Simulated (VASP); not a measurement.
# BaTiO3 (Pm-3m) in VASP: a series of runs

Runs on BaTiO3. Level: PBE+D4. Tasks: single point.

All numbers are computed with VASP 6.6.1; they aren't measurements. Logs are shortened: lines on timing, memory, paths and dates and some standing lists are left out, and cuts for length are marked.

## (1) The cell of the first run

Symmetry: Pm-3m, No. 221, cubic system. The conventional cell has a = 4.006 Å, b = 4.006 Å, c = 4.006 Å, α = 90.00°, β = 90.00°, γ = 90.00°. Within 3.7 Å of Ba (site symmetry m-3m) lie 12 O at 2.83 Å and 8 Ti at 3.47 Å. Within 2.7 Å of Ti (site symmetry m-3m) lie 6 O at 2.00 Å. Within 2.7 Å of O (site symmetry 4/mmm) lie 2 Ti at 2.00 Å.

## (2) Single point, PBE+D4

Contents of INCAR:

```
  PREC = Accurate
  ENCUT = 520
  EDIFF = 1E-7
  ISMEAR = 1
  SIGMA = 0.02
  LREAL = False
  LASPH = True
  NELM = 80
  ALGO = Normal
  ISIF = 2
  LWAVE = False
  LCHARG = False
  GGA = PE
  IVDW = 13
  NBANDS = 28
```

Contents of KPOINTS:

```
Automatic mesh
0
Gamma
  4 4 4
```

Contents of POSCAR:

```
BaTiO3
1.0
    4.0060000000      0.0000000000      0.0000000000
    0.0000000000      4.0060000000      0.0000000000
    0.0000000000      0.0000000000      4.0060000000
Ba Ti O
1 1 3
Direct
    0.5000000000      0.5000000000      0.5000000000
    0.0000000000      0.0000000000      0.0000000000
    0.5000000000      0.0000000000      0.0000000000
    0.0000000000      0.5000000000      0.0000000000
    0.0000000000      0.0000000000      0.5000000000
```

Potentials or basis: VASP PAW PBE potentials, release 64 (Ba_sv, Ti_sv, O).

The run is started by

```sh
> cat potpaw_PBE.64/Ba_sv/POTCAR potpaw_PBE.64/Ti_sv/POTCAR potpaw_PBE.64/O/POTCAR > POTCAR
> mpirun -np 1 vasp_std > vasp.out
```

OUTCAR:

```text
PREC = Accurate
   ENCUT = 520
   EDIFF = 1E-7
   ISMEAR = 1
   LREAL = False
   LASPH = True
   NELM = 80
   ISIF = 2
   GGA = PE
   IVDW = 13

 ion  position               nearest neighbor table
   1  0.500  0.500  0.500-   3 2.83   4 2.83   5 2.83   3 2.83   4 2.83   3 2.83   5 2.83   3 2.83
                             4 2.83   5 2.83   4 2.83   5 2.83   2 3.47   2 3.47   2 3.47   2 3.47
   2  0.000  0.000  0.000-   3 2.00   4 2.00   5 2.00   5 2.00   4 2.00   3 2.00   1 3.47   1 3.47
                             1 3.47   1 3.47   1 3.47   1 3.47   1 3.47   1 3.47
   3  0.500  0.000  0.000-   2 2.00   2 2.00   1 2.83   1 2.83   1 2.83   1 2.83
   4  0.000  0.500  0.000-   2 2.00   2 2.00   1 2.83   1 2.83   1 2.83   1 2.83
   5  0.000  0.000  0.500-   2 2.00   2 2.00   1 2.83   1 2.83   1 2.83   1 2.83

  LATTYP: Found a simple cubic cell.
 ALAT       =     4.0060000000

  Lattice vectors:

 A1 = (   4.0060000000,   0.0000000000,   0.0000000000)
 A2 = (   0.0000000000,   4.0060000000,   0.0000000000)
 A3 = (   0.0000000000,   0.0000000000,   4.0060000000)

Analysis of symmetry for initial positions (statically):
=====================================================================
 Subroutine PRICEL returns:
 Original cell was already a primitive cell.

 Routine SETGRP: Setting up the symmetry group for a
 simple cubic supercell.

 Subroutine GETGRP returns: Found 48 space group operations
 (whereof 48 operations were pure point group operations)
 out of a pool of 48 trial point group operations.

The static configuration has the point symmetry O_h .

Analysis of symmetry for dynamics (positions and initial velocities):
=====================================================================
 Subroutine PRICEL returns:
 Original cell was already a primitive cell.

 Routine SETGRP: Setting up the symmetry group for a
 simple cubic supercell.

 Subroutine GETGRP returns: Found 48 space group operations
 (whereof 48 operations were pure point group operations)
 out of a pool of 48 trial point group operations.

The dynamic configuration has the point symmetry O_h .

 Subroutine INISYM returns: Found 48 space group operations
 (whereof 48 operations are pure point group operations),
 and found     1 'primitive' translations

----------------------------------------------------------------------------------------

                                     Primitive cell

  volume of cell :      64.2884

  direct lattice vectors                    reciprocal lattice vectors
     4.006000000  0.000000000  0.000000000     0.249625562  0.000000000  0.000000000
     0.000000000  4.006000000  0.000000000     0.000000000  0.249625562  0.000000000
[... 83 lines left out ...]
   ISYM   =      2    0-nonsym 1-usesym 2-fastsym
   POTIM  = 0.5000    time-step for ionic-motion
   TEBEG  =    0.0;   TEEND  =   0.0 temperature during run
   PSTRESS=    0.0 pullay stress
   NELECT =      40.0000    total number of electrons
   NUPDOWN=      -1.0000    fix difference up-down
   EMIN   =  10.00;   EMAX   =-10.00  energy-range for DOS
   EFERMI =   0.00;   METHOD = LEGACY
   ISMEAR =     1;   SIGMA  =   0.02  broadening in eV -4-tet -1-fermi 0-gaus
   EFERMI_NEDOS =   21; number of points for ismear=-14 and -15
   IALGO  =     38    algorithm
   IMIX   =      4    mixing-type and parameters
     AMIX     =   0.40;   BMIX     =  1.00
     AMIX_MAG =   1.60;   BMIX_MAG =  1.00
  volume/ion in A,a.u.               =      12.86        86.77
  Fermi-wavevector in a.u.,A,eV,Ry     =   1.397603  2.641087 26.576187  1.953295
  Thomas-Fermi vector in A             =   2.520843
   LORBIT       =      0    0 simple, 1 ext, 2 COOP (PROOUT), +10 PAW based schemes
   GGA     = PE    functional components
   LHFCALC =     F    Hartree Fock is set to
   AEXX    =    0.0000 exact exchange contribution
   IVDW    =    13    specifies the selected vdW correction
   LEPSILON=     F    determine dielectric tensor
   LRPA    =     F    only Hartree local field effects (RPA)
 non-spin polarized calculation
 Methfessel and Paxton  Order N= 1 SIGMA  =   0.02
  energy-cutoff  :      520.00
  volume of cell :       64.29
 maximum number of plane-waves:      1750
 NGX is ok and might be reduce to    30
   NGX = 15   NGY = 15   NGZ = 15

 number of electron      39.9999976 magnetization

 Free energy of the ion-electron system (eV)
  ---------------------------------------------------
  ext. energy  EPLUGINS =         0.00000000
  ---------------------------------------------------
  free energy    TOTEN  =       -39.95360048 eV

  energy without entropy =      -39.95360048  energy(sigma->0) =      -39.95360048

 E-fermi :   3.9450     XC(G=0): -11.2465

 val. band max:        3.8185778736   @ k =   0.5000   0.5000   0.5000
 cond. band min:       5.5396314406   @ k =   0.0000   0.0000   0.0000
 fundamental gap:      1.7210535670
 Fermi energy:         3.9449609465

 k-point     1 :       0.0000    0.0000    0.0000
  band No.  band energies     occupation
      1     -52.8558      2.00000
      2     -29.0641      2.00000
      3     -29.0641      2.00000
      4     -29.0641      2.00000
      5     -21.0044      2.00000
      6     -13.0695      2.00000
[... 299 lines left out ...]
     27      11.4443      0.00000
     28      11.4443      0.00000

------------------------ aborting loop because EDIFF is reached ----------------------------------------

  DFT-D4 for vdW energy calculation

  Edisp (eV):   -1.07466

  FORCE on cell =-STRESS in cart. coord.  units (eV):
  Direction    XX          YY          ZZ          XY          YZ          ZX
  --------------------------------------------------------------------------------------
  -------------------------------------------------------------------------------------
  Total       0.23543     0.23543     0.23543    -0.00000    -0.00000     0.00000
  in kB       5.86724     5.86724     5.86724    -0.00000    -0.00000     0.00000
  external pressure =        5.87 kB  Pullay stress =        0.00 kB

 VOLUME and BASIS-vectors are now :
 -----------------------------------------------------------------------------
  energy-cutoff  :      520.00
  volume of cell :       64.29
      direct lattice vectors                 reciprocal lattice vectors
     4.006000000  0.000000000  0.000000000     0.249625562  0.000000000  0.000000000
     0.000000000  4.006000000  0.000000000     0.000000000  0.249625562  0.000000000
     0.000000000  0.000000000  4.006000000     0.000000000  0.000000000  0.249625562

 POSITION                                       TOTAL-FORCE (eV/Angst)
 -----------------------------------------------------------------------------------
      2.00300      2.00300      2.00300         0.000000      0.000000      0.000000
      0.00000      0.00000      0.00000         0.000000      0.000000      0.000000
      2.00300      0.00000      0.00000         0.000000      0.000000      0.000000
      0.00000      2.00300      0.00000         0.000000      0.000000      0.000000
      0.00000      0.00000      2.00300         0.000000      0.000000      0.000000
 -----------------------------------------------------------------------------------
    total drift:                               -0.000000     -0.000000      0.000000

  FREE ENERGIE OF THE ION-ELECTRON SYSTEM (eV)
  ---------------------------------------------------
  free  energy   TOTEN  =       -41.0282577284 eV

  energy  without entropy=      -41.0282577284  energy(sigma->0) =      -41.02825773
```

OSZICAR:

```text
N       E                     dE             d eps       ncg     rms          rms(c)
DAV:   1     0.416191696352E+03    0.41619E+03   -0.20338E+04   560   0.151E+03
DAV:   2    -0.107358345814E+02   -0.42693E+03   -0.40782E+03   656   0.418E+02
DAV:   3    -0.490702767290E+02   -0.38334E+02   -0.38035E+02   668   0.130E+02
DAV:   4    -0.509563128119E+02   -0.18860E+01   -0.18831E+01   840   0.253E+01
DAV:   5    -0.509935108301E+02   -0.37198E-01   -0.37188E-01   724   0.335E+00    0.228E+01
DAV:   6    -0.402026437364E+02    0.10791E+02   -0.58867E+01   748   0.654E+01    0.978E+00
DAV:   7    -0.400813830937E+02    0.12126E+00   -0.92032E+00   728   0.216E+01    0.634E+00
DAV:   8    -0.399368442590E+02    0.14454E+00   -0.90030E-01   664   0.820E+00    0.279E+00
DAV:   9    -0.399784350165E+02   -0.41591E-01   -0.21805E-01   740   0.329E+00    0.144E+00
DAV:  10    -0.399540405698E+02    0.24394E-01   -0.12285E-01   596   0.367E+00    0.216E-01
DAV:  11    -0.399536402728E+02    0.40030E-03   -0.60425E-03   732   0.612E-01    0.878E-02
DAV:  12    -0.399537478785E+02   -0.10761E-03   -0.11273E-03   840   0.253E-01    0.128E-01
DAV:  13    -0.399536103361E+02    0.13754E-03   -0.10067E-03   708   0.313E-01    0.276E-02
DAV:  14    -0.399536002409E+02    0.10095E-04   -0.61942E-05   684   0.736E-02    0.397E-03
DAV:  15    -0.399536012184E+02   -0.97756E-06   -0.68319E-06   784   0.208E-02    0.848E-03
DAV:  16    -0.399536006363E+02    0.58217E-06   -0.58944E-06   756   0.235E-02    0.445E-03
DAV:  17    -0.399536005061E+02    0.13016E-06   -0.26929E-07   496   0.520E-03    0.187E-03
DAV:  18    -0.399536004801E+02    0.26041E-07   -0.12927E-07   440   0.298E-03
   1 F= -.41028258E+02 E0= -.41028258E+02  d E =0.948689E-19
```

stdout:

```text
POSCAR found type information on POSCAR BaTiO
 POSCAR found :  3 types and       5 ions
 scaLAPACK will be used
 LDA part: xc-table for (Slater+PW92), standard interpolation
 POSCAR, INCAR and KPOINTS ok, starting setup
 FFT: planning ... GRIDC
 FFT: planning ... GRID_SOFT
 FFT: planning ... GRID
 WAVECAR not read
 entering main loop
```

Wall time 24 s (1 thread of AMD EPYC 7R13 (Zen 3), shared host); peak memory 0.14 GiB.

Results:

```yaml
Free_energy: -41.0283 eV
Pressure: 0.6 GPa
Band_gap_on_the_k_mesh: 1.72 eV, indirect (least direct gap 1.87 eV)
Dispersion_energy_per_atom: -0.215 eV
```

Levels at points of the mesh, in eV from the valence-band top:
| k point | band 18 | band 19 | band 20 | band 21 | band 22 | band 23 |
| --- | --- | --- | --- | --- | --- | --- |
| (0.00, 0.00, 0.00) | -0.15 | -0.15 | -0.15 | 1.72 | 1.72 | 1.72 |
| (0.50, 0.00, 0.00) | -1.83 | -0.72 | -0.72 | 1.88 | 3.45 | 3.45 |
| (0.50, 0.50, 0.00) | -0.87 | -0.87 | -0.09 | 3.46 | 3.46 | 3.87 |
| (0.50, 0.50, 0.50) | 0.00 | 0.00 | 0.00 | 4.12 | 4.12 | 4.12 |

Caveat: spin-orbit coupling is left out, which moves the levels of the heavy elements. PBE gaps usually lie below the measured ones, often by a third to a half.

## (3) Single point, PBE+D4

Contents of INCAR:

```
SYSTEM = BaTiO3
PREC = Accurate
ENCUT = 520
EDIFF = 1E-6
ISMEAR = 1
SIGMA = 0.02
LREAL = .FALSE.
LASPH = .TRUE.
NELM = 60
ALGO = Normal
ISIF = 2
LWAVE = .FALSE.
LCHARG = .FALSE.
GGA = PE
IVDW = 13
NBANDS = 28
```

Contents of KPOINTS:

```
Automatic mesh
0
G
  4 4 4
  0 0 0
```

POSCAR is that of step 2.

Potentials or basis: VASP PAW PBE potentials, release 64 (Ba_sv, Ti_sv, O).

The run is started by

```sh
> cat potpaw_PBE.64/Ba_sv/POTCAR potpaw_PBE.64/Ti_sv/POTCAR potpaw_PBE.64/O/POTCAR > POTCAR
> mpirun -np 1 vasp_std > vasp.out
```

Wall time 18 s (1 thread of AMD EPYC 7R13 (Zen 3), shared host); peak memory 0.15 GiB.

Results (log left out):

| Item | Value |
| --- | --- |
| Free energy | -41.0283 eV |
| Pressure | 0.6 GPa |
| Band gap on the k mesh | 1.72 eV, indirect (least direct gap 1.87 eV) |
| Dispersion energy per atom | -0.215 eV |

Levels at points of the mesh, in eV from the valence-band top:
| k point | band 18 | band 19 | band 20 | band 21 | band 22 | band 23 |
| --- | --- | --- | --- | --- | --- | --- |
| (0.00, 0.00, 0.00) | -0.15 | -0.15 | -0.15 | 1.72 | 1.72 | 1.72 |
| (0.50, 0.00, 0.00) | -1.83 | -0.72 | -0.72 | 1.88 | 3.46 | 3.46 |
| (0.50, 0.50, 0.00) | -0.87 | -0.87 | -0.09 | 3.46 | 3.46 | 3.87 |
| (0.50, 0.50, 0.50) | 0.00 | 0.00 | 0.00 | 4.12 | 4.12 | 4.12 |

Caveat: spin-orbit coupling is left out, which moves the levels of the heavy elements. A k mesh can miss the band edges.
